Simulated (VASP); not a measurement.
## InSe: single point with PBEsol+D3(BJ)

**Experimental background.**

“The Interaction of Hydrogen with the van der Waals Crystal γ-InSe”, 2020, pmc:7321205 reports, for a bulk crystal of InSe at 300 K: band gap 1.25 eV.

The system is InSe.

```
In Se
1.0
     1.98031    1.14333    8.06036
    -1.98031    1.14333    8.06036
     0.00000   -2.28666    8.06036
In Se
2 2
Direct
  0.99886 0.99886 0.99886
  0.11253 0.11253 0.11253
  0.61219 0.61219 0.61219
  0.83242 0.83242 0.83242
```

```
Program             : VASP 6.6.1
Task                : single point
Functional          : PBEsol
Dispersion          : D3(BJ)
Potentials or basis : VASP PAW PBE potentials, release 64 (In_d, Se)
Cutoff              : 520 eV
k mesh              : 12 × 12 × 12
Occupations         : gaussian, width 0.02 eV
Spin                : no spin polarisation
```

```json
{"Pressure": "0.1 GPa", "Largest force": "0.022 eV/Å", "Band gap on the k mesh": "0.33 eV", "Dispersion energy per atom": "-0.309 eV"}
```

Forces on the atoms (eV/Å):
```
In   0.000  0.000  0.022
In   0.000  0.000 -0.021
Se   0.000  0.000 -0.021
Se   0.000  0.000  0.020
```

Levels at points of the mesh, in eV from the valence-band top:
```csv
k point,band 16,band 17,band 18,band 19,band 20,band 21,band 22,band 23
"(0.00, 0.00, 0.00)",-1.47,-1.47,-1.23,-1.23,1.92,2.07,4.30,4.30
"(0.50, 0.00, 0.00)",-2.72,-2.59,-2.27,-1.77,0.90,2.01,3.59,3.95
"(0.50, 0.50, 0.00)",-2.95,-2.76,-2.05,-1.63,0.92,1.98,3.12,3.34
"(0.50, 0.50, 0.50)",-1.54,-1.15,-1.15,0.00,0.33,2.16,4.16,4.16
```

It took 40 min on 1 thread of Intel(R) Xeon(R) Platinum 8488C (Sapphire Rapids) (shared host), peak memory 0.86 GiB.

Measured gap of InSe: 1.25 eV (300 K; “The Interaction of Hydrogen with the van der Waals Crystal γ-InSe”, 2020, pmc:7321205). This calculation gives 0.33 eV (-0.92 eV). Spin-orbit coupling on In, Se is left out. The value is that of PBEsol+D3(BJ) on a finite k mesh, which can miss the band edges, without temperature or zero-point motion. Semilocal functionals fall short of measured gaps as a rule.

Caveat: the PAW data sets were made with another functional, which shifts forces and pressure a little; spin-orbit coupling is left out, which moves the levels of the heavy elements.
